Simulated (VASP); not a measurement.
# MgO (Periclase) (Fm-3m) in VASP: further runs, part 2 of 3

VASP 6.6.1. The steps go on from the part before.

## (3) Single point, PBE+D3(BJ)

This run uses another cell than the first one, of 9.37 Å³/atom, 1.020 times its volume.

The input, INCAR:

```
PREC = Accurate
ENCUT = 600
EDIFF = 1E-6
ISMEAR = 0
SIGMA = 0.01
LREAL = False
LASPH = True
NELM = 120
ALGO = Normal
ISIF = 2
LWAVE = False
LCHARG = False
GGA = PE
IVDW = 12
NBANDS = 11
GGA_COMPAT = False
```

The input, KPOINTS:

```
regular mesh
0
Gamma
  8 8 8
```

The input, POSCAR:

```
MgO
1.0
    0.0000000000      2.1085000000      2.1085000000
    2.1085000000      0.0000000000      2.1085000000
    2.1085000000      2.1085000000      0.0000000000
Mg O
1 1
Direct
    0.0000000000      0.0000000000      0.0000000000
    0.5000000000      0.5000000000      0.5000000000
```

Potentials or basis: VASP PAW PBE potentials, release 64 (Mg, O).

On the command line:

```console
$ cat potpaw_PBE.64/Mg/POTCAR potpaw_PBE.64/O/POTCAR > POTCAR
$ mpirun -np 1 vasp_std > vasp.out
```

OUTCAR:

```text
PREC = Accurate
   ENCUT = 600
   EDIFF = 1E-6
   ISMEAR = 0
   LREAL = False
   LASPH = True
   NELM = 120
   ISIF = 2
   GGA = PE
   IVDW = 12
 IVDW          = 12

 ion  position               nearest neighbor table
   1  0.000  0.000  0.000-   2 2.11   2 2.11   2 2.11   2 2.11   2 2.11   2 2.11
   2  0.500  0.500  0.500-   1 2.11   1 2.11   1 2.11   1 2.11   1 2.11   1 2.11

  LATTYP: Found a face centered cubic cell.
 ALAT       =     4.2170000000

  Lattice vectors:

 A1 = (   0.0000000000,   2.1085000000,   2.1085000000)
 A2 = (   2.1085000000,   0.0000000000,   2.1085000000)
 A3 = (   2.1085000000,   2.1085000000,   0.0000000000)

Analysis of symmetry for initial positions (statically):
=====================================================================
 Subroutine PRICEL returns:
 Original cell was already a primitive cell.

 Routine SETGRP: Setting up the symmetry group for a
 face centered cubic supercell.

 Subroutine GETGRP returns: Found 48 space group operations
 (whereof 48 operations were pure point group operations)
 out of a pool of 48 trial point group operations.

The static configuration has the point symmetry O_h .

Analysis of symmetry for dynamics (positions and initial velocities):
[... 175 lines left out ...]
      8      18.9410      0.00000
      9      22.8472      0.00000
     10      24.6187      0.00000
     11      24.6187      0.00000
[... 309 lines left out ...]
 k-point    24 :      -0.3750    0.2500    0.1250
  band No.  band energies     occupation
      1     -12.6615      2.00000
      2      -0.8270      2.00000
      3       1.2326      2.00000
      4       2.1771      2.00000
      5      12.8071      0.00000
      6      15.3242      0.00000
      7      16.6135      0.00000
      8      20.0151      0.00000
      9      23.6453      0.00000
     10      25.1904      0.00000
     11      29.2644      0.00000

 [... further k-points ...]

------------------------ aborting loop because EDIFF is reached ----------------------------------------

 Edisp (eV)   -0.58410

 E8    (eV) :    -0.2287

  FORCE on cell =-STRESS in cart. coord.  units (eV):
  Direction    XX          YY          ZZ          XY          YZ          ZX
  --------------------------------------------------------------------------------------
  -------------------------------------------------------------------------------------
  Total      -0.23772    -0.23772    -0.23772     0.00000     0.00000     0.00000
  in kB     -20.31550   -20.31550   -20.31550     0.00000     0.00000     0.00000
  external pressure =      -20.32 kB  Pullay stress =        0.00 kB

 VOLUME and BASIS-vectors are now :
 -----------------------------------------------------------------------------
  energy-cutoff  :      600.00
  volume of cell :       18.75
      direct lattice vectors                 reciprocal lattice vectors
     0.000000000  2.108500000  2.108500000    -0.237135404  0.237135404  0.237135404
     2.108500000  0.000000000  2.108500000     0.237135404 -0.237135404  0.237135404
     2.108500000  2.108500000  0.000000000     0.237135404  0.237135404 -0.237135404

 POSITION                                       TOTAL-FORCE (eV/Angst)
 -----------------------------------------------------------------------------------
      0.00000      0.00000      0.00000         0.000000      0.000000      0.000000
      2.10850      2.10850      2.10850         0.000000      0.000000      0.000000
 -----------------------------------------------------------------------------------
    total drift:                               -0.000000     -0.000000      0.000000

  FREE ENERGIE OF THE ION-ELECTRON SYSTEM (eV)
  ---------------------------------------------------
  free  energy   TOTEN  =       -12.4946493288 eV

  energy  without entropy=      -12.4946493288  energy(sigma->0) =      -12.49464933
```

OSZICAR:

```text
N       E                     dE             d eps       ncg     rms          rms(c)
DAV:   1     0.163778503279E+02    0.16378E+02   -0.50668E+03   702   0.738E+02
DAV:   2    -0.127621579817E+02   -0.29140E+02   -0.28731E+02   733   0.143E+02
DAV:   3    -0.134662633972E+02   -0.70411E+00   -0.70325E+00   777   0.193E+01
DAV:   4    -0.134682936286E+02   -0.20302E-02   -0.20302E-02   695   0.111E+00
DAV:   5    -0.134683000121E+02   -0.63835E-05   -0.63834E-05   746   0.616E-02    0.721E+00
DAV:   6    -0.119285828360E+02    0.15397E+01   -0.88070E+00   668   0.163E+01    0.223E+00
DAV:   7    -0.119163870662E+02    0.12196E-01   -0.54220E-02   686   0.213E+00    0.135E+00
DAV:   8    -0.119109314542E+02    0.54556E-02   -0.28298E-02   671   0.191E+00    0.238E-01
DAV:   9    -0.119105650516E+02    0.36640E-03   -0.53836E-04   728   0.164E-01    0.136E-01
DAV:  10    -0.119105508623E+02    0.14189E-04   -0.49682E-04   704   0.169E-01    0.831E-03
DAV:  11    -0.119105527932E+02   -0.19309E-05   -0.25427E-06   728   0.135E-02    0.564E-03
DAV:  12    -0.119105527189E+02    0.74300E-07   -0.61659E-07   385   0.623E-03
   1 F= -.12494649E+02 E0= -.12494649E+02  d E =-.313653E-25
```

Run time: 18 s. Hardware: 1 thread of AMD EPYC 7R13, shared host; peak memory 0.12 GiB.

Results:

```yaml
Free_energy: -12.4946 eV
Pressure: -2.0 GPa
Band_gap_on_the_k_mesh: 4.69 eV, direct
Dispersion_energy_per_atom: -0.292 eV
```

Caveat: three body term missing.

## (4) Single point, PBE+D3(BJ)

This run uses another cell than the first one, of 9.56 Å³/atom, 1.041 times its volume.

The input, INCAR:

```
PREC = Accurate ; ENCUT = 600
EDIFF = 1E-6 ; ISMEAR = 0
SIGMA = 0.01 ; LREAL = F
LASPH = T ; NELM = 120
ALGO = Normal ; ISIF = 2
LWAVE = F ; LCHARG = F
GGA = PE ; IVDW = 12
NBANDS = 11 ; GGA_COMPAT = F
```

KPOINTS is that of step 3.

The input, POSCAR:

```
MgO
1.0
    0.0000000000      2.1224639831      2.1224639831
    2.1224639831      0.0000000000      2.1224639831
    2.1224639831      2.1224639831      0.0000000000
Mg O
1 1
Direct
    0.0000000000      0.0000000000      0.0000000000
    0.5000000000      0.5000000000      0.5000000000
```

Potentials or basis: VASP PAW PBE potentials, release 64 (Mg, O).

On the command line:

```console
$ cat potpaw_PBE.64/Mg/POTCAR potpaw_PBE.64/O/POTCAR > POTCAR
$ mpirun -np 1 vasp_std > vasp.out
```

OUTCAR:

```text
PREC = Accurate
   ENCUT = 600
   EDIFF = 1E-6
   ISMEAR = 0
   LREAL = F
   LASPH = T
   NELM = 120
   ISIF = 2
   GGA = PE
   IVDW = 12
 IVDW          = 12

 ion  position               nearest neighbor table
   1  0.000  0.000  0.000-   2 2.12   2 2.12   2 2.12   2 2.12   2 2.12   2 2.12
   2  0.500  0.500  0.500-   1 2.12   1 2.12   1 2.12   1 2.12   1 2.12   1 2.12

  LATTYP: Found a face centered cubic cell.
 ALAT       =     4.2449279662

  Lattice vectors:

 A1 = (   0.0000000000,   2.1224639831,   2.1224639831)
 A2 = (   2.1224639831,   0.0000000000,   2.1224639831)
 A3 = (   2.1224639831,   2.1224639831,   0.0000000000)

Analysis of symmetry for initial positions (statically):
=====================================================================
 Subroutine PRICEL returns:
 Original cell was already a primitive cell.

 Routine SETGRP: Setting up the symmetry group for a
 face centered cubic supercell.

 Subroutine GETGRP returns: Found 48 space group operations
 (whereof 48 operations were pure point group operations)
 out of a pool of 48 trial point group operations.

The static configuration has the point symmetry O_h .

Analysis of symmetry for dynamics (positions and initial velocities):
=====================================================================
 Subroutine PRICEL returns:
 Original cell was already a primitive cell.

 Routine SETGRP: Setting up the symmetry group for a
 face centered cubic supercell.

 Subroutine GETGRP returns: Found 48 space group operations
 (whereof 48 operations were pure point group operations)
 out of a pool of 48 trial point group operations.

The dynamic configuration has the point symmetry O_h .

 Subroutine INISYM returns: Found 48 space group operations
 (whereof 48 operations are pure point group operations),
 and found     1 'primitive' translations

----------------------------------------------------------------------------------------

                                     Primitive cell

  volume of cell :      19.1228

  direct lattice vectors                    reciprocal lattice vectors
     0.000000000  2.122463983  2.122463983    -0.235575258  0.235575258  0.235575258
     2.122463983  0.000000000  2.122463983     0.235575258 -0.235575258  0.235575258
     2.122463983  2.122463983  0.000000000     0.235575258  0.235575258 -0.235575258

  length of vectors
     3.001617351  3.001617351  3.001617351     0.408028316  0.408028316  0.408028316

  position of ions in fractional coordinates (direct lattice)
     0.000000000  0.000000000  0.000000000
     0.500000000  0.500000000  0.500000000

  ion indices of the primitive-cell ions
   primitive index   ion index
                 1           1
                 2           2

----------------------------------------------------------------------------------------

 KPOINTS: regular mesh

Automatic generation of k-mesh.
 Grid dimensions read from file:
 generate k-points for:    8    8    8

 Generating k-lattice:

[... 21 lines left out ...]
  0.375000  0.000000  0.000000      8.000000
  0.500000  0.000000  0.000000      4.000000
  0.125000  0.125000  0.000000      6.000000
[... 16 lines left out ...]
  0.500000  0.250000  0.125000     48.000000
 -0.375000  0.250000  0.125000     24.000000
 [... further k-points ...]
   k-points           NKPTS =     29   k-points in BZ     NKDIM =     29   number of bands    NBANDS=     11
   number of dos      NEDOS =    301   number of ions     NIONS =      2
   total plane-waves  NPLWV =  13824
   dimension x,y,z NGX =    24 NGY =   24 NGZ =   24
   dimension x,y,z NGXF=    48 NGYF=   48 NGZF=   48
   ions per type =               1   1
   NGX,Y,Z   is equivalent  to a cutoff of  13.29, 13.29, 13.29 a.u.
   NGXF,Y,Z  is equivalent  to a cutoff of  26.59, 26.59, 26.59 a.u.
 SYSTEM =  unknown system
   PREC   = accura    normal or accurate (medium, high low for compatibility)
   ISTART =      0    job   : 0-new  1-cont  2-samecut
   ICHARG =      2    charge: 1-file 2-atom 10-const
   ISPIN  =      1    spin polarized calculation?
   LNONCOLLINEAR =      F non collinear calculations
   LSORBIT =      F    spin-orbit coupling
   LASPH  =      T    aspherical Exc in radial PAW
   ENCUT  =  600.0 eV  44.10 Ry    6.64 a.u.   5.99  5.99  5.99*2*pi/ulx,y,z
   NELM   =    120;   NELMIN=  2; NELMDL= -5     # of ELM steps
   EDIFF  = 0.1E-05   stopping-criterion for ELM
   LREAL  =      F    real-space projection
   EDIFFG = 0.1E-04   stopping-criterion for IOM
   NSW    =      0    number of steps for IOM
   IBRION =     -1    ionic relax: 0-MD 1-quasi-New 2-CG
   NFREE  =      0    steps in history (QN), initial steepest desc. (CG)
   ISIF   =      2    stress and relaxation
   ISYM   =      2    0-nonsym 1-usesym 2-fastsym
   POTIM  = 0.5000    time-step for ionic-motion
   TEBEG  =    0.0;   TEEND  =   0.0 temperature during run
   PSTRESS=    0.0 pullay stress
   NELECT =       8.0000    total number of electrons
   NUPDOWN=      -1.0000    fix difference up-down
   EMIN   =  10.00;   EMAX   =-10.00  energy-range for DOS
   EFERMI =   0.00;   METHOD = LEGACY
   ISMEAR =     0;   SIGMA  =   0.01  broadening in eV -4-tet -1-fermi 0-gaus
   EFERMI_NEDOS =   21; number of points for ismear=-14 and -15
   IALGO  =     38    algorithm
   IMIX   =      4    mixing-type and parameters
     AMIX     =   0.40;   BMIX     =  1.00
     AMIX_MAG =   1.60;   BMIX_MAG =  1.00
  volume/ion in A,a.u.               =       9.56        64.52
  Fermi-wavevector in a.u.,A,eV,Ry     =   1.224394  2.313769 20.397045  1.499140
  Thomas-Fermi vector in A             =   2.359470
   LORBIT       =      0    0 simple, 1 ext, 2 COOP (PROOUT), +10 PAW based schemes
   GGA     = PE    functional components
   LHFCALC =     F    Hartree Fock is set to
   AEXX    =    0.0000 exact exchange contribution
   IVDW    =    12    specifies the selected vdW correction
   LEPSILON=     F    determine dielectric tensor
   LRPA    =     F    only Hartree local field effects (RPA)
 non-spin polarized calculation
 Gauss-broadening in eV      SIGMA  =   0.01
  energy-cutoff  :      600.00
  volume of cell :       19.12
 maximum number of plane-waves:       652
   NGX = 11   NGY = 11   NGZ = 11

 number of electron       8.0000004 magnetization

 Free energy of the ion-electron system (eV)
  ---------------------------------------------------
  ext. energy  EPLUGINS =         0.00000000
  ---------------------------------------------------
  free energy    TOTEN  =       -11.91492143 eV

  energy without entropy =      -11.91492143  energy(sigma->0) =      -11.91492143

 E-fermi :   3.1331     XC(G=0): -10.9683

 val. band max:        3.0124095649   @ k =   0.0000   0.0000   0.0000
 cond. band min:       7.5162727625   @ k =   0.0000   0.0000   0.0000
 fundamental gap:      4.5038631975
 Fermi energy:         3.1330758445

 k-point     1 :       0.0000    0.0000    0.0000
  band No.  band energies     occupation
      1     -14.1324      2.00000
      2       3.0124      2.00000
      3       3.0124      2.00000
      4       3.0124      2.00000
      5       7.5163      0.00000
      6      18.6820      0.00000
      7      18.6820      0.00000
      8      18.6820      0.00000
      9      22.5365      0.00000
     10      24.2852      0.00000
     11      24.2852      0.00000
[... 309 lines left out ...]
 k-point    24 :      -0.3750    0.2500    0.1250
  band No.  band energies     occupation
      1     -12.7619      2.00000
      2      -0.8972      2.00000
      3       1.1296      2.00000
      4       2.0566      2.00000
      5      12.5207      0.00000
      6      14.9849      0.00000
      7      16.2591      0.00000
      8      19.6271      0.00000
      9      23.2657      0.00000
     10      24.7787      0.00000
     11      28.8010      0.00000

 [... further k-points ...]

------------------------ aborting loop because EDIFF is reached ----------------------------------------

 Edisp (eV)   -0.57231

 E8    (eV) :    -0.2241

  FORCE on cell =-STRESS in cart. coord.  units (eV):
  Direction    XX          YY          ZZ          XY          YZ          ZX
  --------------------------------------------------------------------------------------
  -------------------------------------------------------------------------------------
  Total      -0.59324    -0.59324    -0.59324     0.00000    -0.00000     0.00000
  in kB     -49.70391   -49.70391   -49.70391     0.00000    -0.00000     0.00000
  external pressure =      -49.70 kB  Pullay stress =        0.00 kB

 VOLUME and BASIS-vectors are now :
 -----------------------------------------------------------------------------
  energy-cutoff  :      600.00
  volume of cell :       19.12
      direct lattice vectors                 reciprocal lattice vectors
     0.000000000  2.122463983  2.122463983    -0.235575258  0.235575258  0.235575258
     2.122463983  0.000000000  2.122463983     0.235575258 -0.235575258  0.235575258
     2.122463983  2.122463983  0.000000000     0.235575258  0.235575258 -0.235575258

 POSITION                                       TOTAL-FORCE (eV/Angst)
 -----------------------------------------------------------------------------------
      0.00000      0.00000      0.00000         0.000000      0.000000      0.000000
      2.12246      2.12246      2.12246        -0.000000     -0.000000      0.000000
 -----------------------------------------------------------------------------------
    total drift:                               -0.000000     -0.000000      0.000000

  FREE ENERGIE OF THE ION-ELECTRON SYSTEM (eV)
  ---------------------------------------------------
  free  energy   TOTEN  =       -12.4872359492 eV

  energy  without entropy=      -12.4872359492  energy(sigma->0) =      -12.48723595
```

OSZICAR:

```text
N       E                     dE             d eps       ncg     rms          rms(c)
DAV:   1     0.196225631868E+02    0.19623E+02   -0.49370E+03   694   0.725E+02
DAV:   2    -0.127693091731E+02   -0.32392E+02   -0.31373E+02   725   0.149E+02
DAV:   3    -0.134684458913E+02   -0.69914E+00   -0.69859E+00   787   0.199E+01
DAV:   4    -0.134701837233E+02   -0.17378E-02   -0.17377E-02   698   0.112E+00
DAV:   5    -0.134701897291E+02   -0.60058E-05   -0.60058E-05   758   0.644E-02    0.719E+00
DAV:   6    -0.119344698813E+02    0.15357E+01   -0.89611E+00   659   0.164E+01    0.227E+00
DAV:   7    -0.119210708293E+02    0.13399E-01   -0.58497E-02   698   0.218E+00    0.135E+00
DAV:   8    -0.119153367580E+02    0.57341E-02   -0.29877E-02   665   0.195E+00    0.247E-01
DAV:   9    -0.119149438566E+02    0.39290E-03   -0.56104E-04   734   0.168E-01    0.141E-01
DAV:  10    -0.119149194648E+02    0.24392E-04   -0.51947E-04   698   0.174E-01    0.796E-03
DAV:  11    -0.119149214797E+02   -0.20150E-05   -0.28706E-06   734   0.139E-02    0.590E-03
DAV:  12    -0.119149214303E+02    0.49387E-07   -0.64900E-07   379   0.642E-03
   1 F= -.12487236E+02 E0= -.12487236E+02  d E =-.192409E-67
```

Run time: 17 s. Hardware: 1 thread of AMD EPYC 7R13, shared host; peak memory 0.12 GiB.

What came out:

```
Free energy                : -12.4872 eV
Pressure                   : -5.0 GPa
Band gap on the k mesh     : 4.50 eV, direct
Dispersion energy per atom : -0.286 eV
```

Levels at points of the mesh, in eV from the valence-band top:
```csv
k point,band 2,band 3,band 4,band 5,band 6,band 7
"(0.00, 0.00, 0.00)",0.00,0.00,0.00,4.50,15.67,15.67
"(0.50, 0.00, 0.00)",-4.51,-0.63,-0.63,7.75,12.34,16.07
"(0.50, 0.50, 0.00)",-3.99,-1.32,-1.32,9.09,9.72,12.85
```

Caveat: three body term missing. A hybrid or GW would open this gap; PBE tends to underestimate it.

(Part 2 of 3 ends here.)
